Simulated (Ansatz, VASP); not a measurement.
# Two plane-wave programs on SrCl2

```
CELL_PARAMETERS angstrom
0.00000 3.49772 3.49772
3.49772 0.00000 3.49772
3.49772 3.49772 0.00000
ATOMIC_POSITIONS crystal
Sr 0.00000 0.00000 0.00000
Cl 0.25000 0.25000 0.25000
Cl 0.75000 0.75000 0.75000
```

Alike in both runs: task single point; functional PBE; k mesh 4 × 4 × 4; non-collinear spin, spin-orbit coupling.

|  | VASP | Ansatz |
| --- | --- | --- |
| version | VASP 6.6.1 | Ansatz 0.2.0 |
| potentials or method | VASP PAW PBE potentials, release 64 (Sr_sv, Cl) | plane waves, PAW |
| plane-wave cutoff (eV) | 520 | 420 |
| occupations | gaussian, width 0.01 eV | fixed |
| valence electrons in the cell | 24 | 24 |

|  | VASP | Ansatz | Ansatz less VASP |
| --- | --- | --- | --- |
| net moment per atom (μB) | 0.00 | 0.00 | 0.000 |

Ansatz's warnings: optics gap not shown off mesh.

The k mesh is coarse, so the values compare programs but aren't converged.
